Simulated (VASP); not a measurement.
Here is a VASP 6.6.1 calculation.

File INCAR:

```
  PREC = Accurate
  ENCUT = 520
  EDIFF = 1E-6
  ISMEAR = 0
  SIGMA = 0.1
  LREAL = False
  LASPH = True
  NELM = 150
  ALGO = Normal
  ISIF = 2
  LWAVE = False
  LCHARG = False
  ISPIN = 2
  MAGMOM = 0 2 2 2 2 2
  LORBIT = 11
  LMAXMIX = 4
  GGA = PE
  NBANDS = 40
```

Contents of KPOINTS:

```
Automatic mesh
0
Gamma
  6 6 2
```

POSCAR

```
AlNi5
1.0
    2.4945662400      0.0000000000      0.0000000000
    0.0000000000      2.4945662400      0.0000000000
    0.0000000000      0.0000000000     10.5835482100
Al Ni
1 5
Direct
    0.0000000000      0.0000000000      0.0000000000
    0.5000000000      0.5000000000      0.1666666700
    0.0000000000      0.0000000000      0.3333333300
    0.5000000000      0.5000000000      0.5000000000
    0.0000000000      0.0000000000      0.6666666700
    0.5000000000      0.5000000000      0.8333333300
```

Potentials or basis: VASP PAW PBE potentials, release 64 (Al, Ni).

Launch:

```console
$ cat potpaw_PBE.64/Al/POTCAR potpaw_PBE.64/Ni/POTCAR > POTCAR
$ mpirun -np 1 vasp_std > vasp.out
```

(1) Estimate the site moments.

(2) Predict the pressure.

(3) What does it give for the largest force?

(4) Predict the net moment.

Answers

(1) Al -0.01; Ni +0.05, +0.43, +0.60 μB.

(2) 5.2 GPa.

(3) 0.301 eV/Å.

(4) 1.49 μB per cell.

Caveat: the k points lie up to 0.42 Å⁻¹ apart.
